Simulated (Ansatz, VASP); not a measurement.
Two plane-wave programs on CdSe4

```
Cd Se
1.0
    -3.85307    3.85307    2.09661
     3.85307   -3.85307    2.09661
     3.85307    3.85307   -2.09661
Cd Se
1 4
Direct
  0.00000 0.00000 0.00000
  0.68449 0.83641 0.52089
  0.83641 0.31551 0.15192
  0.16359 0.68449 0.84808
  0.31551 0.16359 0.47911
```

Change from the starting cell: species swapped into the MnAu4 type (I4/m, No. 87).

Alike in both runs: functional PBE; k mesh 4 × 4 × 4; occupations gaussian, width 0.1 eV; no spin polarisation.

Ansatz relaxed the structure, and its values are those at the end. VASP's run is a single point on that final structure, the one shown.

|  | VASP | Ansatz |
| --- | --- | --- |
| version | VASP 6.6.1 | Ansatz 0.2.0 |
| potentials or method | VASP PAW PBE potentials, release 64 (Cd, Se), cutoff 520 eV | scalar-relativistic, plane waves, PAW |
| valence electrons in the cell | 36 | 84 |

```tsv
	VASP	Ansatz	Ansatz less VASP
gap on the k mesh at the Fermi level (eV)	none	none	-
pressure (GPa)	0.2	0.0	-0.16
rms of the force components (eV/Å)	0.012	0.014	+0.0022
```

A gap of «none» marks a metal or a gap that the smearing closes. VASP's potentials hold 36 valence electrons a cell and Ansatz's 84, so a difference there can come from the potentials and not from the codes.

The k mesh is coarse, so the values compare programs but aren't converged.
